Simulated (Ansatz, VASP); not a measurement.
# One calculation of Ga8O11, two programs

```xyz
19
Lattice="12.2300 0.0000 0.0000 0.0000 3.0400 0.0000 -1.3737 0.0000 5.6350" Properties=species:S:1:pos:R:3 pbc="T T T"
Ga    0.0125    0.0198    4.4817
Ga    6.1077    1.4810    4.5082
Ga   10.8653    0.0401    1.1351
Ga    4.7510    1.5001    1.1390
Ga    3.2016    0.0419    3.8517
Ga    9.3665    1.5119    3.8294
Ga    7.6057    3.0195    1.7641
Ga    1.4516    1.5410    1.7541
O     1.9200    0.1081    0.5666
O     8.0044    1.5160    0.5540
O     8.9181    0.0137    5.1336
O     2.7850    1.5561    5.0954
O     5.6983    0.0660    1.4158
O     5.1171    0.0071    4.1914
O    -0.9585    1.5238    4.2158
O     9.5015    3.0117    2.5003
O     3.4281    1.5083    2.4364
O     1.3180    3.0179    3.2373
O     7.4633    1.5658    3.1530
```

Alike in both runs: task single point; functional HSE06; k mesh 1 × 1 × 1; no spin polarisation.

|  | VASP | Ansatz |
| --- | --- | --- |
| version | VASP 6.6.1 | Ansatz development build ahead of 0.2.0 |
| potentials or method | VASP PAW PBE potentials, release 64 (Ga_d, O) | PAW (an earlier, plane waves, scalar-relativistic |
| plane-wave cutoff (eV) | 520 | 1020 |
| occupations | gaussian, width 0.01 eV | fixed |

VASP gave:

* gap on the k mesh at the Fermi level (eV): 3.53
* least direct gap on the mesh (eV): 3.53

**Question.** Estimate Ansatz's values.

**Answer.** gap on the k mesh at the Fermi level (eV): 3.88; least direct gap on the mesh (eV): 3.88.

One of these differences is far larger than is usual between the two programs; its cause wasn't traced.

The k mesh is coarse, so the values compare programs but aren't converged.
